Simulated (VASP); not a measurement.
The system is NaI.

```
Na I
1.0
     4.04054    0.00000    0.00000
     0.00000    4.04054    0.00000
     0.00000    0.00000    4.04054
Na I
1 1
Cartesian
  0.0000 0.0000 0.0000
  2.0203 2.0203 2.0203
```

Base run:

| Quantity | Value |
| --- | --- |
| Program | VASP 6.6.1 |
| Functional | HSE06 |
| Potentials or basis | VASP PAW PBE potentials, release 64 (Na_pv, I) |
| Cutoff | 520 eV |
| k mesh | 4 × 4 × 4 |
| Occupations | gaussian, width 0.01 eV |
| Spin | no spin polarisation |

Its results: band gap on the k mesh 3.22 eV (least direct gap 3.68 eV); pressure 0.2 GPa.

Q: After a change of settings the same cell gave: band gap on the k mesh 3.06 eV (least direct gap 3.35 eV); pressure 0.2 GPa. Which change was it?
A. functional from HSE06 to PBE
B. functional from HSE06 to PBE; further incar settings from ALGO = Normal; EDIFF = 1e-06; NBANDS = 14 to ALGO = Normal; EDIFF = 1e-07; NBANDS = 14
C. functional from HSE06 to r2SCAN
D. functional from HSE06 to LDA; potentials or basis from VASP PAW PBE potentials, release 64 (Na_pv, I) to VASP PAW LDA potentials, release 64 (Na_pv, I)

A: C.

Caveats: the structure was generated, so it needn't be the stable form of NaI; the PAW data sets were made with another functional, which shifts forces and pressure a little; spin-orbit coupling is left out, which moves the levels of the heavy elements.
